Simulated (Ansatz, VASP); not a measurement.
One calculation of Re, two programs

The input INCAR:

```
SYSTEM = Re
PREC = Accurate ; ENCUT = 520
EDIFF = 1E-8 ; ISMEAR = -1
SIGMA = 0.05 ; LREAL = .False.
LASPH = .True. ; NELM = 100
ALGO = Normal ; ISIF = 2
LWAVE = .False. ; LCHARG = .False.
GGA = PE ; LEFG = .True.
NBANDS = 14
```

File KPOINTS:

```
regular mesh
0
Gamma
  14 14 8
  0 0 0
```

The input POSCAR:

```
Re
1.0
    2.5248140402      0.0000000000      0.0000000000
   -1.2624070201      2.1865530986      0.0000000000
    0.0000000000      0.0000000000      4.1620000000
Re
2
Direct
    0.3333333333      0.6666666667      0.2500000000
    0.6666666667      0.3333333333      0.7500000000
```

Input for Ansatz:

```yaml
crystal:
  lattice:
    - [2.5248140402, 0.0, 0.0]
    - [-1.2624070201, 2.1865530986, 0.0]
    - [0.0, 0.0, 4.162]
  atoms:
    - { symbol: Re, position: [0.3333333333, 0.6666666667, 0.25] }
    - { symbol: Re, position: [0.6666666667, 0.3333333333, 0.75] }
kpoints:
  mp_grid: { grid: [14, 14, 8] }
scf:
  occupations: { method: fermi_dirac, width: 0.05 }
hamiltonian:
  xc: pbe
  pseudopotentials: { kind: all_electron, datasets: crystal }
output:
  forces: true
  stress: true
  eigenvalues: true
  efg: { contact_densities: true }
```

Change from the starting cell: equal xx and yy strain of -3 %, crystal datasets.

Alike in both runs: task electric field gradients; functional PBE; k mesh 14 × 14 × 8; occupations fermi-dirac, width 0.05 eV; no spin polarisation.

```csv
,VASP,Ansatz
version,VASP 6.6.1,Ansatz 0.2.0
potentials or method,"VASP PAW PBE potentials, release 64 (Re), cutoff 520 eV","all-electron PAW with datasets made for the crystal, scalar-relativistic"
```

```csv
,VASP,Ansatz,Ansatz less VASP
pressure (GPa),173.7,168.9,-4.75
"traceless stress, the component that is largest in VASP (GPa)",-14.32,-14.55,-0.235
size of Vzz on the site where it differs most (V/Å²),43.1,46.2,+3.19
```

Both programs put the cell under a high pressure, so it lies far from rest at this level. Ansatz ran all-electron here, and VASP with PAW potentials.

Spin-orbit coupling is off throughout. Noted on VASP's run: the cell as given lies far from equilibrium.
